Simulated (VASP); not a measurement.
Write the native input for VASP 6.6.1 that does the following.

```
Task                   : single point
Functional             : r2SCAN
Potentials or basis    : VASP PAW PBE potentials, release 64 (Li_sv, Y_sv)
Cutoff                 : 520 eV
k mesh                 : 4 × 4 × 1
Occupations            : methfessel-paxton, width 0.05 eV
Spin                   : no spin polarisation
Dipole correction      : yes
Further INCAR settings : ALGO = Normal; EDIFF = 1e-06; NBANDS = 46
```

The system is LiY3, a slab with vacuum.

```
Li Y
1.0
     5.51522    0.00000    0.00000
     2.75761    4.77632    0.00000
     0.00000    0.00000   21.88053
Li Y
2 6
Direct
  0.00000 0.00000 0.31992
  0.33333 0.33333 0.52573
  0.33333 0.33333 0.37137
  0.00000 0.00000 0.47427
  0.66667 0.66667 0.42282
  0.66667 0.66667 0.57718
  0.33333 0.33333 0.68008
  0.00000 0.00000 0.62863
```

These files were run (other wordings do the same):

POSCAR

```
LiY3
1.0
    5.5152240000      0.0000000000      0.0000000000
    2.7576120000      4.7763240916      0.0000000000
    0.0000000000      0.0000000000     21.8805326933
Li Y
2 6
Direct
    0.0000000000      0.0000000000      0.3199190851
    0.3333333333      0.3333333333      0.5257258450
    0.3333333333      0.3333333333      0.3713707750
    0.0000000000      1.0000000000      0.4742741550
    0.6666666667      0.6666666667      0.4228224650
    0.6666666667      0.6666666667      0.5771775350
    0.3333333333      0.3333333333      0.6800809149
    0.0000000000      1.0000000000      0.6286292250
```

INCAR.step1

```
SYSTEM = LiY3
PREC     = Accurate       ! precision mode
ENCUT    = 520            ! plane-wave cutoff, eV
ISMEAR   = 1              ! smearing method
SIGMA    = 0.05           ! smearing width, eV
LREAL    = .FALSE.        ! projectors in reciprocal space
LASPH    = .TRUE.         ! aspherical terms in the spheres
NELM     = 100            ! most SCF steps
LDIPOL   = .TRUE.       
IDIPOL   = 3            
DIPOL    = 0.5 0.5 0.500
NBANDS   = 46             ! bands
GGA      = PE             ! functional
ALGO     = Normal         ! electronic algorithm
EDIFF    = 1E-4           ! SCF threshold, eV
LWAVE    = .TRUE.         ! write WAVECAR
LCHARG   = .FALSE.        ! write CHGCAR
```

INCAR.step2

```
SYSTEM = LiY3
PREC     = Accurate       ! precision mode
ENCUT    = 520            ! plane-wave cutoff, eV
EDIFF    = 1E-6           ! SCF threshold, eV
ISMEAR   = 1              ! smearing method
SIGMA    = 0.05           ! smearing width, eV
LREAL    = .FALSE.        ! projectors in reciprocal space
LASPH    = .TRUE.         ! aspherical terms in the spheres
NELM     = 100            ! most SCF steps
ALGO     = Normal         ! electronic algorithm
ISIF     = 2              ! what is computed and relaxed
LWAVE    = .FALSE.        ! write WAVECAR
LCHARG   = .TRUE.         ! write CHGCAR
LDIPOL   = .TRUE.       
IDIPOL   = 3            
DIPOL    = 0.5 0.5 0.500
METAGGA  = R2SCAN         ! meta-GGA
LMIXTAU  = .TRUE.       
LELF     = .TRUE.         ! ELF
LVHAR    = .TRUE.       
LVACPOTAV= .TRUE.       
NBANDS   = 46             ! bands
ISTART   = 1
```

KPOINTS

```
regular mesh
0
G
  4 4 1
  0 0 0
```

Potentials or basis: VASP PAW PBE potentials, release 64 (Li_sv, Y_sv).

The run is started by

```bash
$ cat potpaw_PBE.64/Li_sv/POTCAR potpaw_PBE.64/Y_sv/POTCAR > POTCAR
$ cp INCAR.step1 INCAR
$ mpirun -np 1 vasp_std > vasp.out
$ cp INCAR.step2 INCAR
$ mpirun -np 1 vasp_std > vasp.out
```

Results of the run:

```json
{
  "Largest force": "0.527 eV/Å"
}
```

Caveat: the PAW data sets were made with another functional, which shifts forces and pressure a little.

Wall time 16 min on 1 thread of AMD EPYC 9R45 96-Core Processor (Zen 5), on a shared host, peak memory 0.73 GiB.
